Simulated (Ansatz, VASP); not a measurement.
SiO2 in VASP and in Ansatz

POSCAR

```
SiO2
1.0
    4.3107444626      0.0000000000      0.0000000000
    0.0000000000      4.3107444626      0.0000000000
    0.0000000000      0.0000000000      2.7489050877
Si O
2 4
Direct
    0.0000000000      0.0000000000      0.0000000000
    0.5000000000      0.5000000000      0.5000000000
    0.3095729617      0.3095729617      0.0000000000
    0.1904270383      0.8095729617      0.5000000000
    0.8095729617      0.1904270383      0.5000000000
    0.6904270383      0.6904270383      0.0000000000
```

INCAR.step1

```
PREC = Accurate ; ENCUT = 520
ISMEAR = 0 ; SIGMA = 0.01
LREAL = F ; LASPH = T
NELM = 60 ; NBANDS = 25
GGA = PE ; ALGO = Normal
EDIFF = 1E-4 ; LWAVE = T
LCHARG = F
```

File INCAR.step2:

```
PREC = Accurate ; ENCUT = 520
EDIFF = 1E-6 ; ISMEAR = 0
SIGMA = 0.01 ; LREAL = F
LASPH = T ; NELM = 60
ALGO = Normal ; ISIF = 2
LWAVE = F ; LCHARG = F
METAGGA = R2SCAN ; LMIXTAU = T
NBANDS = 25 ; ISTART = 1
```

The input KPOINTS:

```
regular mesh
0
Gamma
  6 6 10
```

Input for Ansatz:

```yaml
crystal:
  lattice:
    - [4.3107444626, 0.0, 0.0]
    - [0.0, 4.3107444626, 0.0]
    - [0.0, 0.0, 2.7489050877]
  atoms:
    - { symbol: Si, position: [0.0, 0.0, 0.0] }
    - { symbol: Si, position: [0.5, 0.5, 0.5] }
    - { symbol: O, position: [0.3095729617, 0.3095729617, 0.0] }
    - { symbol: O, position: [0.1904270383, 0.8095729617, 0.5] }
    - { symbol: O, position: [0.8095729617, 0.1904270383, 0.5] }
    - { symbol: O, position: [0.6904270383, 0.6904270383, 0.0] }
kpoints:
  mp_grid: { grid: [6, 6, 10] }
  band_path:
    path:
      - [0.0, 0.0, 0.0]
      - [0.0, 0.5, 0.0]
      - [0.5, 0.5, 0.0]
      - [0.0, 0.0, 0.5]
      - [0.0, 0.5, 0.5]
      - [0.5, 0.5, 0.5]
    npoints: 1
hamiltonian:
  xc: r2scan
scf:
  occupations: { method: fixed }
  n_extra_bands: 5
output:
  forces: true
  stress: true
  eigenvalues: true
```

Change from the starting cell: hydrostatic strain +3.0%.

Alike in both runs: task single point; functional r2SCAN; k mesh 6 × 6 × 10; no spin polarisation.

|  | VASP | Ansatz |
| --- | --- | --- |
| version | VASP 6.6.1 | Ansatz 0.2.0 |
| potentials or method | VASP PAW PBE potentials, release 64 (Si, O) | plane waves, PAW |
| plane-wave cutoff (eV) | 520 | 500 |
| occupations | gaussian, width 0.01 eV | fixed |
| valence electrons in the cell | 32 | 32 |

|  | VASP | Ansatz | Ansatz less VASP |
| --- | --- | --- | --- |
| gap on the k mesh at the Fermi level (eV) | 5.06 | 5.07 | +0.010 |
| pressure (GPa) | -22.9 | -23.2 | -0.30 |
| traceless stress, the component that is largest in VASP (GPa) | -5.93 | -6.47 | -0.544 |
| rms of the force components (eV/Å) | 0.007 | 0.002 | -0.0049 |

VASP's potentials were made for PBE, not for r2SCAN. Atom by atom the forces differ by 0.010 eV/Å (rms over components).
